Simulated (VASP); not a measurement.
Input of a VASP 6.6.1 run:

Contents of INCAR:

```
SYSTEM = Zn23InS24
PREC = Accurate
ENCUT = 520
EDIFF = 1E-6
ISMEAR = -1
SIGMA = 0.01
LREAL = Auto
LASPH = .True.
NELM = 100
ALGO = Normal
ISIF = 2
LWAVE = .False.
LCHARG = .False.
GGA = PE
NELECT = 432.0
NBANDS = 246
```

File KPOINTS:

```
regular mesh
0
Gamma
  3 3 1
  0 0 0
```

POSCAR

```
Zn23InS24
1.0
    7.6240000000      0.0000000000      0.0000000000
   -3.8120000000      6.6025776784      0.0000000000
    0.0000000000      0.0000000000     18.6899900000
Zn In S
23 1 24
Direct
   -0.0009270544     -0.0018541089     -0.0059873829
   -0.0009270544      0.5009270544     -0.0059873829
    0.5000000000      0.0000000000     -0.0026120471
    0.5018541089      0.5009270544     -0.0059873829
   -0.0004835722     -0.0009671445      0.5016711706
   -0.0004835722      0.5004835722      0.5016711706
    0.5000000000      0.0000000000      0.5027607350
    0.5009671445      0.5004835722      0.5016711706
    0.1733744441      0.8366872220      0.1691725383
    0.6633127780      0.3266255559      0.1691725383
    0.6633127780      0.8366872220      0.1691725383
    0.3330655067      0.1669344933      0.6665896578
    0.3330655067      0.6661310134      0.6665896578
    0.8338689866      0.1669344933      0.6665896578
    0.8333333333      0.6666666667      0.6665321146
    0.3376128537      0.1623871463      0.3374711195
    0.3376128537      0.6752257073      0.3374711195
    0.8247742927      0.1623871463      0.3374711195
    0.8333333333      0.6666666667      0.3357198311
    0.1666666667      0.3333333333      0.8311203652
    0.1669488907      0.8334744453      0.8305285080
    0.6665255547      0.3330511093      0.8305285080
    0.6665255547      0.8334744453      0.8305285080
    0.1666666667      0.3333333333      0.1675645760
   -0.0080758088     -0.0161516177      0.1217800582
   -0.0080758088      0.5080758088      0.1217800582
    0.5000000000      0.0000000000      0.1237645713
    0.5161516177      0.5080758088      0.1217800582
   -0.0000646988     -0.0001293976      0.6256931180
   -0.0000646988      0.5000646988      0.6256931180
    0.5000000000      0.0000000000      0.6265701006
    0.5001293976      0.5000646988      0.6256931180
    0.1666666667      0.3333333333      0.2989973037
    0.1661722488      0.8330861244      0.2922974024
    0.6669138756      0.3338277512      0.2922974024
    0.6669138756      0.8330861244      0.2922974024
    0.3330816495      0.1669183505      0.7914056770
    0.3330816495      0.6661632990      0.7914056770
    0.8338367010      0.1669183505      0.7914056770
    0.8333333333      0.6666666667      0.7913745968
    0.3336658837      0.1663341163      0.4601338125
    0.3336658837      0.6673317674      0.4601338125
    0.8326682326      0.1663341163      0.4601338125
    0.8333333333      0.6666666667      0.4588740837
    0.1666666667      0.3333333333      0.9577467006
    0.1681955909      0.8340977955      0.9564400100
    0.6659022045      0.3318044091      0.9564400100
    0.6659022045      0.8340977955      0.9564400100
```

Potentials or basis: VASP PAW PBE potentials, release 64 (Zn, In_d, S).

The run is started by

```bash
$ cat potpaw_PBE.64/Zn/POTCAR potpaw_PBE.64/In_d/POTCAR potpaw_PBE.64/S/POTCAR > POTCAR
$ mpirun -np 1 vasp_std > vasp.out
```

Q: What does it give for the largest force?

A: 0.018 eV/Å.

Forces on the atoms (eV/Å):
```
Zn   0.000 -0.003 -0.007
Zn  -0.003  0.001 -0.007
Zn   0.000  0.000  0.000
Zn   0.003  0.001 -0.007
Zn   0.000  0.004 -0.008
Zn   0.003 -0.002 -0.008
Zn   0.000  0.000  0.008
Zn  -0.003 -0.002 -0.008
Zn   0.002  0.001  0.002
Zn   0.000 -0.002  0.002
Zn  -0.002  0.001  0.002
Zn  -0.004  0.002 -0.002
Zn   0.000 -0.005 -0.002
Zn   0.004  0.002 -0.002
Zn   0.000  0.000  0.005
Zn  -0.002  0.001 -0.006
Zn   0.000 -0.002 -0.006
Zn   0.002  0.001 -0.006
Zn   0.000  0.000 -0.004
Zn   0.000  0.000  0.005
Zn   0.002  0.001 -0.003
Zn   0.000 -0.002 -0.003
Zn  -0.002  0.001 -0.003
In   0.000  0.000 -0.012
S    0.000  0.016  0.009
S    0.013 -0.008  0.009
S    0.000  0.000  0.000
S   -0.013 -0.008  0.009
S    0.000  0.000  0.008
S    0.000  0.000  0.008
S    0.000  0.000 -0.001
S    0.000  0.000  0.008
S    0.000  0.000 -0.009
S    0.001  0.000 -0.002
S    0.000 -0.001 -0.002
S   -0.001  0.000 -0.002
S    0.001  0.000  0.003
S    0.000  0.001  0.003
S   -0.001  0.000  0.003
S    0.000  0.000  0.001
S   -0.004  0.002  0.000
S    0.000 -0.004  0.000
S    0.004  0.002  0.000
S    0.000  0.000  0.004
S    0.000  0.000  0.007
S   -0.001 -0.001  0.003
S    0.000  0.001  0.003
S    0.001 -0.001  0.003
```

Caveat: the cell carries a net charge on a neutralising background, which shifts energy and pressure.
